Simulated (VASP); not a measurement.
Set up this calculation in VASP 6.6.1, as the native input.

```
Task                   : single point
Functional             : PBE
Potentials or basis    : VASP PAW PBE potentials, release 64 (Ru_pv, C)
Cutoff                 : 520 eV
k mesh                 : 6 × 6 × 14
Occupations            : gaussian, width 0.1 eV
Spin                   : no spin polarisation
Dipole correction      : no
Further INCAR settings : ALGO = Normal; EDIFF = 1e-07; NBANDS = 56
```

The structure of Ru3C lies in POSCAR:

```
Ru3C
1.0
    6.6860647662      0.0000000000      0.0000000000
   -3.3430323831      5.7903019389      0.0000000000
    0.0000000000      0.0000000000      2.6819858202
Ru C
6 2
Direct
    0.8071666670      0.6143333339      0.2500000000
    0.1928333330      0.8071666670      0.7500000000
    0.3856666661      0.1928333330      0.2500000000
    0.1928333330      0.3856666661      0.7500000000
    0.8071666670      0.1928333330      0.2500000000
    0.6143333339      0.8071666670      0.7500000000
    0.3333333333      0.6666666667      0.2500000000
    0.6666666667      0.3333333333      0.7500000000
```

These files were run (other wordings do the same):

INCAR

```
SYSTEM = Ru3C
PREC     = Accurate       ! precision mode
ENCUT    = 520            ! plane-wave cutoff, eV
EDIFF    = 1E-7           ! SCF threshold, eV
ISMEAR   = 0              ! smearing method
SIGMA    = 0.1            ! smearing width, eV
LREAL    = .FALSE.        ! projectors in reciprocal space
LASPH    = .TRUE.         ! aspherical terms in the spheres
NELM     = 60             ! most SCF steps
ALGO     = Normal         ! electronic algorithm
ISIF     = 2              ! what is computed and relaxed
LWAVE    = .FALSE.        ! write WAVECAR
LCHARG   = .TRUE.         ! write CHGCAR
GGA      = PE             ! functional
LELF     = .TRUE.         ! ELF
LVHAR    = .TRUE.       
NBANDS   = 56             ! bands
```

KPOINTS

```
Automatic mesh
0
G
  6 6 14
  0 0 0
```

Potentials or basis: VASP PAW PBE potentials, release 64 (Ru_pv, C).

Launch:

```console
$ cat potpaw_PBE.64/Ru_pv/POTCAR potpaw_PBE.64/C/POTCAR > POTCAR
$ mpirun -np 1 vasp_std > vasp.out
```

Results of the run:

```yaml
Pressure: 0.1 GPa
Largest_force: 0.016 eV/Å
Band_gap_on_the_k_mesh: zero (bands 46 and 47 overlap by 1.25 eV)
```

It took 7.7 min on 1 thread of Intel Xeon 8259CL, on a shared host, peak memory 0.37 GiB.
